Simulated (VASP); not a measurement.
# Pd (P6_3/mmc) in VASP: single point with PBEsol

Aim: the single point of Pd with PBEsol.

Program: VASP 6.6.1. These are calculated values, not measurements. Logs are shortened: lines on timing, memory, paths and dates and some standing lists are left out, and cuts for length are marked.

### 1 The cell of the first run

The structure is hexagonal, space group P6_3/mmc (No. 194). Conventional cell: a = 2.551 Å, b = 2.551 Å, c = 4.246 Å, α = 90.00°, β = 90.00°, γ = 120.00°. Within 3.4 Å of Pd (site symmetry -6m2) lie 12 Pd at 2.55 to 2.58 Å.

### 2 Single point, PBEsol

INCAR

```
PREC     = Accurate       # precision mode
ENCUT    = 500            # plane-wave cutoff, eV
EDIFF    = 1E-6           # SCF threshold, eV
ISMEAR   = -1             # smearing method
SIGMA    = 0.08           # smearing width, eV
LREAL    = False          # projectors in reciprocal space
LASPH    = True           # aspherical terms in the spheres
NELM     = 120            # most SCF steps
ALGO     = Normal         # electronic algorithm
ISIF     = 2              # what is computed and relaxed
LWAVE    = False          # write WAVECAR
LCHARG   = False          # write CHGCAR
GGA      = PS             # functional
NBANDS   = 17             # bands
GGA_COMPAT= False
```

KPOINTS

```
Automatic mesh
0
Gamma
  17 17 9
```

POSCAR

```
Pd
1.0
    2.5514416075      0.0000000000      0.0000000000
   -1.2757208038      2.2096132483      0.0000000000
    0.0000000000      0.0000000000      4.2461531717
Pd
2
Direct
    0.3333333333      0.6666666667      0.2500000000
    0.6666666667      0.3333333333      0.7500000000
```

Potentials or basis: VASP PAW PBE potentials, release 64 (Pd).

Started as:

```console
cat potpaw_PBE.64/Pd/POTCAR > POTCAR
mpirun -np 1 vasp_std > vasp.out
```

OUTCAR:

```text
PREC = Accurate
   ENCUT = 500
   EDIFF = 1E-6
   ISMEAR = -1
   LREAL = False
   LASPH = True
   NELM = 120
   ISIF = 2
   GGA = PS

 ion  position               nearest neighbor table
   1  0.333  0.667  0.250-   2 2.58   2 2.58   2 2.58   2 2.58   2 2.58   2 2.58
   2  0.667  0.333  0.750-   1 2.58   1 2.58   1 2.58   1 2.58   1 2.58   1 2.58

  LATTYP: Found a hexagonal cell.
 ALAT       =     2.5514416075
 C/A-ratio  =     1.6642172642

  Lattice vectors:

 A1 = (   2.5514416075,   0.0000000000,   0.0000000000)
 A2 = (  -1.2757208038,   2.2096132483,   0.0000000000)
 A3 = (   0.0000000000,   0.0000000000,   4.2461531717)

Analysis of symmetry for initial positions (statically):
=====================================================================
 Subroutine PRICEL returns:
 Original cell was already a primitive cell.

 Routine SETGRP: Setting up the symmetry group for a
 hexagonal supercell.

 Subroutine GETGRP returns: Found 24 space group operations
 (whereof 12 operations were pure point group operations)
 out of a pool of 24 trial point group operations.

The static configuration has the point symmetry D_3d.
 The point group associated with its full space group is D_6h.

Analysis of symmetry for dynamics (positions and initial velocities):
=====================================================================
 Subroutine PRICEL returns:
 Original cell was already a primitive cell.

 Routine SETGRP: Setting up the symmetry group for a
 hexagonal supercell.

 Subroutine GETGRP returns: Found 24 space group operations
 (whereof 12 operations were pure point group operations)
 out of a pool of 24 trial point group operations.

The dynamic configuration has the point symmetry D_3d.
 The point group associated with its full space group is D_6h.

 Subroutine INISYM returns: Found 24 space group operations
 (whereof 12 operations are pure point group operations),
 and found     1 'primitive' translations

----------------------------------------------------------------------------------------

                                     Primitive cell

  volume of cell :      23.9385

  direct lattice vectors                    reciprocal lattice vectors
     2.551441608  0.000000000  0.000000000     0.391935288  0.226283944  0.000000000
    -1.275720804  2.209613248  0.000000000     0.000000000  0.452567888  0.000000000
     0.000000000  0.000000000  4.246153172     0.000000000  0.000000000  0.235507284

  length of vectors
     2.551441608  2.551441607  4.246153172     0.452567888  0.452567888  0.235507284

  position of ions in fractional coordinates (direct lattice)
     0.333333333  0.666666667  0.250000000
     0.666666667  0.333333333  0.750000000

  ion indices of the primitive-cell ions
   primitive index   ion index
                 1           1
                 2           2

----------------------------------------------------------------------------------------

 KPOINTS: Automatic mesh

Automatic generation of k-mesh.
 Grid dimensions read from file:
 generate k-points for:   17   17    9

 Generating k-lattice:

  Cartesian coordinates                     Fractional coordinates (reciprocal lattice)
     0.023055017  0.013310820  0.000000000     0.058823529  0.000000000  0.000000000
     0.000000000  0.026621640  0.000000000     0.000000000  0.058823529  0.000000000
     0.000000000  0.000000000  0.026167476     0.000000000  0.000000000  0.111111111

  Length of vectors
     0.026621640  0.026621640  0.026167476

  Shift w.r.t. Gamma in fractional coordinates (k-lattice)
     0.000000000  0.000000000  0.000000000

 Subroutine IBZKPT returns following result:
 ===========================================

 Found    165 irreducible k-points:

 Following reciprocal coordinates:
            Coordinates               Weight
  0.000000  0.000000  0.000000      1.000000
  0.058824 -0.000000  0.000000      6.000000
  0.117647  0.000000  0.000000      6.000000
  0.176471 -0.000000  0.000000      6.000000
  0.235294  0.000000  0.000000      6.000000
  0.294118 -0.000000  0.000000      6.000000
[... 16 lines left out ...]
  0.411765  0.117647  0.000000     12.000000
  0.176471  0.176471  0.000000      6.000000
 [... further k-points ...]
   k-points           NKPTS =    165   k-points in BZ     NKDIM =    165   number of bands    NBANDS=     17
   number of dos      NEDOS =    301   number of ions     NIONS =      2
   total plane-waves  NPLWV =  12800
   dimension x,y,z NGX =    20 NGY =   20 NGZ =   32
   dimension x,y,z NGXF=    40 NGYF=   40 NGZF=   64
   ions per type =               2
   NGX,Y,Z   is equivalent  to a cutoff of  13.03, 13.03, 12.53 a.u.
   NGXF,Y,Z  is equivalent  to a cutoff of  26.06, 26.06, 25.06 a.u.
 SYSTEM =  unknown system
   PREC   = accura    normal or accurate (medium, high low for compatibility)
   ISTART =      0    job   : 0-new  1-cont  2-samecut
   ICHARG =      2    charge: 1-file 2-atom 10-const
   ISPIN  =      1    spin polarized calculation?
   LNONCOLLINEAR =      F non collinear calculations
   LSORBIT =      F    spin-orbit coupling
   LASPH  =      T    aspherical Exc in radial PAW
   ENCUT  =  500.0 eV  36.75 Ry    6.06 a.u.   4.65  4.65  7.74*2*pi/ulx,y,z
   NELM   =    120;   NELMIN=  2; NELMDL= -5     # of ELM steps
   EDIFF  = 0.1E-05   stopping-criterion for ELM
   LREAL  =      F    real-space projection
   EDIFFG = 0.1E-04   stopping-criterion for IOM
   NSW    =      0    number of steps for IOM
   IBRION =     -1    ionic relax: 0-MD 1-quasi-New 2-CG
   NFREE  =      0    steps in history (QN), initial steepest desc. (CG)
   ISIF   =      2    stress and relaxation
   ISYM   =      2    0-nonsym 1-usesym 2-fastsym
   POTIM  = 0.5000    time-step for ionic-motion
   TEBEG  =    0.0;   TEEND  =   0.0 temperature during run
   PSTRESS=    0.0 pullay stress
   NELECT =      20.0000    total number of electrons
   NUPDOWN=      -1.0000    fix difference up-down
   EMIN   =  10.00;   EMAX   =-10.00  energy-range for DOS
   EFERMI =   0.00;   METHOD = LEGACY
   ISMEAR =    -1;   SIGMA  =   0.08  broadening in eV -4-tet -1-fermi 0-gaus
   EFERMI_NEDOS =   21; number of points for ismear=-14 and -15
   IALGO  =     38    algorithm
   IMIX   =      4    mixing-type and parameters
     AMIX     =   0.40;   BMIX     =  1.00
     AMIX_MAG =   1.60;   BMIX_MAG =  1.00
  volume/ion in A,a.u.               =      11.97        80.77
  Fermi-wavevector in a.u.,A,eV,Ry     =   1.541886  2.913742 32.346667  2.377413
  Thomas-Fermi vector in A             =   2.647769
   LORBIT       =      0    0 simple, 1 ext, 2 COOP (PROOUT), +10 PAW based schemes
   GGA     = PS    functional components
   LHFCALC =     F    Hartree Fock is set to
   AEXX    =    0.0000 exact exchange contribution
   IVDW    =     0    specifies the selected vdW correction
   LEPSILON=     F    determine dielectric tensor
   LRPA    =     F    only Hartree local field effects (RPA)
 non-spin polarized calculation
  energy-cutoff  :      500.00
  volume of cell :       23.94
 maximum number of plane-waves:       622
 NGX is ok and might be reduce to    20
   NGX =  9   NGY =  9   NGZ = 15

 number of electron      19.9999993 magnetization

 Free energy of the ion-electron system (eV)
  ---------------------------------------------------
  ext. energy  EPLUGINS =         0.00000000
  ---------------------------------------------------
  free energy    TOTEN  =       -10.97895344 eV

  energy without entropy =      -10.90425850  energy(sigma->0) =      -10.94160597

 E-fermi :  13.6444     XC(G=0): -14.7154

 val. band max:       13.6443864253   @ k =   0.2941  -0.0000   0.4444
 cond. band min:      13.6449209319   @ k =   0.4118   0.0588   0.0000
 fundamental gap:      0.0005345066
 Fermi energy:        13.6444143015

 k-point     1 :       0.0000    0.0000    0.0000
  band No.  band energies     occupation
      1       4.6137      2.00000
      2       6.3870      2.00000
      3       9.4733      2.00000
      4       9.7534      2.00000
      5       9.7534      2.00000
      6      10.2702      2.00000
[... 9 lines left out ...]
     16      33.6200      0.00000
     17      38.6841      0.00000

 k-point     2 :       0.0588   -0.0000    0.0000
  band No.  band energies     occupation
      1       4.7519      2.00000
      2       6.4932      2.00000
      3       9.3616      2.00000
      4       9.8422      2.00000
      5       9.8589      2.00000
      6      10.2124      2.00000
[... 9 lines left out ...]
     16      33.7755      0.00000
     17      37.8044      0.00000

 k-point     3 :       0.1176    0.0000    0.0000
  band No.  band energies     occupation
      1       5.1492      2.00000
      2       6.7795      2.00000
      3       9.1168      2.00000
      4       9.9514      2.00000
      5      10.1690      2.00000
      6      10.1799      2.00000
[... 9 lines left out ...]
     16      33.9571      0.00000
     17      35.9215      0.00000

 k-point     4 :       0.1765   -0.0000    0.0000
  band No.  band energies     occupation
      1       5.7431      2.00000
      2       7.1200      2.00000
      3       8.8901      2.00000
      4       9.7284      2.00000
      5       9.7866      2.00000
      6      10.5546      2.00000
[... 9 lines left out ...]
     16      33.9292      0.00000
     17      34.5011      0.00000
[... 343 lines left out ...]
      1       6.8861      2.00000
      2       7.2455      2.00000
      3       7.4857      2.00000
      4       9.5694      2.00000
      5      10.0038      2.00000
      6      10.1888      2.00000
[... 9 lines left out ...]
     16      29.6335      0.00000
     17      30.8638      0.00000

 k-point    23 :       0.4118    0.1176    0.0000
  band No.  band energies     occupation
      1       6.7631      2.00000
      2       7.0705      2.00000
      3       7.4490      2.00000
      4       9.5856      2.00000
      5      10.0087      2.00000
      6      10.3813      2.00000
[... 9 lines left out ...]
     16      29.0395      0.00000
     17      29.4263      0.00000

 k-point    24 :       0.1765    0.1765    0.0000
  band No.  band energies     occupation
      1       7.3861      2.00000
      2       7.8663      2.00000
      3       8.1729      2.00000
      4       8.1982      2.00000
      5       9.6454      2.00000
      6       9.8599      2.00000
[... 9 lines left out ...]
     16      31.6255      0.00000
     17      34.2320      0.00000

 [... further k-points ...]
[... 5 lines left out ...]
  --------------------------------------------------------------------------------------
  -------------------------------------------------------------------------------------
  Total       10.2382776     10.2382776     10.2357925     -0.0000000     -0.0000000      0.0000000
  in kB      685.2356180    685.2356180    685.0692915     -0.0000000     -0.0000000      0.0000000
  external PRESSURE =     685.1801758 kB  Pullay stress =       0.0000000 kB

 VOLUME and BASIS-vectors are now :
 -----------------------------------------------------------------------------
  energy-cutoff  :      500.00
  volume of cell :       23.94
      direct lattice vectors                 reciprocal lattice vectors
     2.551441608  0.000000000  0.000000000     0.391935288  0.226283944  0.000000000
    -1.275720804  2.209613248  0.000000000     0.000000000  0.452567888  0.000000000
     0.000000000  0.000000000  4.246153172     0.000000000  0.000000000  0.235507284

 POSITION                                       TOTAL-FORCE (eV/Angst)
 -----------------------------------------------------------------------------------
     -0.00000      1.47308      1.06154        -0.000000      0.000000      0.000000
      1.27572      0.73654      3.18461         0.000000     -0.000000      0.000000
 -----------------------------------------------------------------------------------
    total drift:                               -0.000000      0.000000     -0.000000

  FREE ENERGIE OF THE ION-ELECTRON SYSTEM (eV)
  ---------------------------------------------------
  free  energy   TOTEN  =       -10.9789534374 eV

  energy  without entropy=      -10.9042584996  energy(sigma->0) =      -10.94160597
```

Run time: 36 s. Hardware: 1 thread of Intel Xeon 6975P-C, shared host; peak memory 0.17 GiB.

What came out:

| Item | Value |
| --- | --- |
| Free energy | -10.9790 eV |
| Pressure | 68.5 GPa |
| Band gap on the k mesh | zero (band 10 reaches 13.94 eV, above the bottom of band 11 at 12.78 eV) |

Levels at points of the mesh, in eV from the Fermi level:
```
           k point  band 8  band 9  band 10  band 11  band 12  band 13
(0.00, 0.00, 0.00)   -2.39   -2.39    -0.35    -0.35     0.23     8.80
```

Caveat: the PAW data sets were made with another functional, which shifts forces and pressure a little.
